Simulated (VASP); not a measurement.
Set up this calculation in VASP 6.6.1, as the native input.

* Task: relaxation of cell and atoms
* Functional: PBE
* Potentials or basis: VASP PAW PBE potentials, release 64 (Mg, Cd, S)
* Cutoff: 600 eV
* k mesh: 6 × 6 × 2
* Occupations: gaussian, width 0.1 eV
* Spin: no spin polarisation
* Dipole correction: no
* Further INCAR settings: ALGO = Normal; EDIFF = 1e-07; IBRION = 2; EDIFFG = -0.04; NSW = 90; ISIF = 3

The structure of Mg2CdS lies in POSCAR:

```
Mg2CdS
1.0
    3.8565144700      0.0000000000      0.0000000000
   -1.9282572400      3.3398395100      0.0000000000
    0.0000000000      0.0000000000      7.8129014500
Mg Cd S
2 1 1
Direct
    0.0000000000      0.0000000000      0.2877192500
    0.0000000000      0.0000000000      0.7122807500
    0.0000000000      0.0000000000      0.0000000000
    0.0000000000      0.0000000000      0.5000000000
```

These files were run (other wordings do the same):

INCAR

```
  ALGO = Normal
  EDIFF = 1E-7
  EDIFFG = -0.04
  ENCUT = 600
  GGA = PE
  IBRION = 2
  ISIF = 3
  ISMEAR = 0
  LASPH = T
  LCHARG = F
  LREAL = F
  LWAVE = F
  NELM = 100
  NSW = 90
  PREC = Accurate
  SIGMA = 0.1
```

KPOINTS

```
k-points
0
Gamma
  6 6 2
```

Potentials or basis: VASP PAW PBE potentials, release 64 (Mg, Cd, S).

Command:

```bash
$ cat potpaw_PBE.64/Mg/POTCAR potpaw_PBE.64/Cd/POTCAR potpaw_PBE.64/S/POTCAR > POTCAR
$ mpirun -np 1 vasp_std > vasp.out
```

Results of the run:

| Quantity | Value |
| --- | --- |
| Relaxed volume | 23.64 Å³/atom |
| Relaxed cell | a = 3.122 Å, b = 3.122 Å, c = 11.207 Å, α = 90.00°, β = 90.00°, γ = 120.00° |
| Space group after relaxing (to 0.05 Å) | P6/mmm (No. 191) |
| Energy gained by relaxing | 2806.8 meV/atom |
| Ionic steps | 56 |
| Pressure after relaxing | 0.0 GPa |
| Largest force after relaxing | 0.028 eV/Å |
| Band gap on the k mesh | zero (band 11 reaches 3.84 eV, above the bottom of band 12 at 2.28 eV) |

Caveat: the k points lie up to 0.39 Å⁻¹ apart in the final cell.

It took 12 min on 1 thread of Intel(R) Xeon(R) 6975P-C (Granite Rapids) (shared host), peak memory 0.28 GiB.
